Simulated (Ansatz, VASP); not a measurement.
**AlN: VASP beside Ansatz**

Contents of POSCAR:

```
AlN
1.0
    0.1023200983      2.1839935596      2.1839935596
    2.2863136579      0.0000000000      2.2863136579
    2.1839935596      2.1839935596      0.1023200983
Al N
1 1
Direct
    0.0000000000      0.0000000000      0.0000000000
    0.7500000000      0.7500000000      0.7500000000
```

INCAR.step1

```
SYSTEM = AlN
PREC     = Accurate       ! precision mode
ENCUT    = 520            ! plane-wave cutoff, eV
ISMEAR   = 0              ! smearing method
SIGMA    = 0.05           ! smearing width, eV
LREAL    = .False.        ! projectors in reciprocal space
LASPH    = .True.         ! aspherical terms in the spheres
NELM     = 60             ! most SCF steps
NBANDS   = 11             ! bands
GGA      = PE             ! functional
ALGO     = Normal         ! electronic algorithm
EDIFF    = 1E-4           ! SCF threshold, eV
LWAVE    = .True.         ! write WAVECAR
LCHARG   = .False.        ! write CHGCAR
```

INCAR.step2

```
SYSTEM = AlN
PREC     = Accurate       ! precision mode
ENCUT    = 520            ! plane-wave cutoff, eV
EDIFF    = 1E-6           ! SCF threshold, eV
ISMEAR   = 0              ! smearing method
SIGMA    = 0.05           ! smearing width, eV
LREAL    = .False.        ! projectors in reciprocal space
LASPH    = .True.         ! aspherical terms in the spheres
NELM     = 60             ! most SCF steps
ALGO     = Normal         ! electronic algorithm
ISIF     = 2              ! what is computed and relaxed
LWAVE    = .False.        ! write WAVECAR
LCHARG   = .False.        ! write CHGCAR
METAGGA  = R2SCAN         ! meta-GGA
LMIXTAU  = .True.       
NBANDS   = 11             ! bands
ISTART   = 1
```

File KPOINTS:

```
regular mesh
0
Gamma
  10 10 10
  0 0 0
```

Input for Ansatz:

```yaml
crystal:
  lattice:
    - [0.1023200983, 2.1839935596, 2.1839935596]
    - [2.2863136579, 0.0, 2.2863136579]
    - [2.1839935596, 2.1839935596, 0.1023200983]
  atoms:
    - { symbol: Al, position: [0.0, 0.0, 0.0] }
    - { symbol: "N", position: [0.75, 0.75, 0.75] }
basis:
  ecutwfc: 500
kpoints:
  mp_grid: { grid: [10, 10, 10] }
hamiltonian:
  xc: r2scan
scf:
  occupations: { method: gaussian, width: 0.05 }
output:
  forces: true
  stress: true
  eigenvalues: true
```

Change from the starting cell: strain +0.0937 x Voigt [0, 0, 0, 0, 1, 0], atoms carried along.

Alike in both runs: task single point; functional r2SCAN; k mesh 10 × 10 × 10; occupations gaussian, width 0.05 eV; no spin polarisation.

```csv
,VASP,Ansatz
version,VASP 6.6.1,Ansatz 0.2.0
potentials or method,"VASP PAW PBE potentials, release 64 (Al, N), cutoff 520 eV","scalar-relativistic, plane waves, PAW"
valence electrons in the cell,8,8
```

```tsv
	VASP	Ansatz	Ansatz less VASP
gap on the k mesh at the Fermi level (eV)	3.47	3.48	+0.013
least direct gap on the mesh (eV)	4.43	4.40	-0.033
pressure (GPa)	2.2	2.6	+0.34
traceless stress, the component that is largest in VASP (GPa)	-22.55	-22.29	+0.264
rms of the force components (eV/Å)	0.491	0.481	-0.0092
```

VASP's potentials were made for PBE, not for r2SCAN. Atom by atom the forces differ by 0.009 eV/Å (rms over components). The functional is the same, so the differences come from potentials, cutoffs and numerics.
